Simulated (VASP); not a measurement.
A run of VASP 6.6.1 is set up as follows.

Contents of INCAR:

```
ALGO = Normal
EDIFF = 1E-6
ENCUT = 520
GGA = PS
ISIF = 2
ISMEAR = -1
ISPIN = 2
LASPH = True
LCHARG = False
LMAXMIX = 4
LORBIT = 11
LREAL = False
LWAVE = False
MAGMOM = 0 0 0 0 0 0 0 0
NBANDS = 42
NELM = 150
NUPDOWN = 0.0
PREC = Accurate
SIGMA = 0.05
```

File KPOINTS:

```
k-points
0
Gamma
  5 5 5
```

The input POSCAR:

```
SiNi
1.0
    4.5036940000      0.0000000000      0.0000000000
    0.0000000000      4.5036940000      0.0000000000
    0.0000000000      0.0000000000      4.5036940000
Ni Si
4 4
Direct
    0.1495040000      0.1495040000      0.1495040000
    0.6495040000      0.3504960000      0.8504960000
    0.8504960000      0.6495040000      0.3504960000
    0.3504960000      0.8504960000      0.6495040000
    0.8468300000      0.8468300000      0.8468300000
    0.3468300000      0.6531700000      0.1531700000
    0.1531700000      0.3468300000      0.6531700000
    0.6531700000      0.1531700000      0.3468300000
```

Potentials or basis: VASP PAW PBE potentials, release 64 (Ni, Si).

Launch:

```bash
$ cat potpaw_PBE.64/Ni/POTCAR potpaw_PBE.64/Si/POTCAR > POTCAR
$ mpirun -np 1 vasp_std > vasp.out
```

Q: Estimate the largest force.

A: 0.033 eV/Å.

Q: What does it give for the pressure?

A: -4.4 GPa.

Forces in eV/Å, atoms in the order of the input:
```
Ni  -0.017 -0.017 -0.017
Ni  -0.017  0.017  0.017
Ni   0.017 -0.017  0.017
Ni   0.017  0.017 -0.017
Si  -0.019 -0.019 -0.019
Si  -0.019  0.019  0.019
Si   0.019 -0.019  0.019
Si   0.019  0.019 -0.019
```

Caveat: the PAW data sets were made with another functional, which shifts forces and pressure a little; the total moment is fixed, so each spin has its own Fermi level.
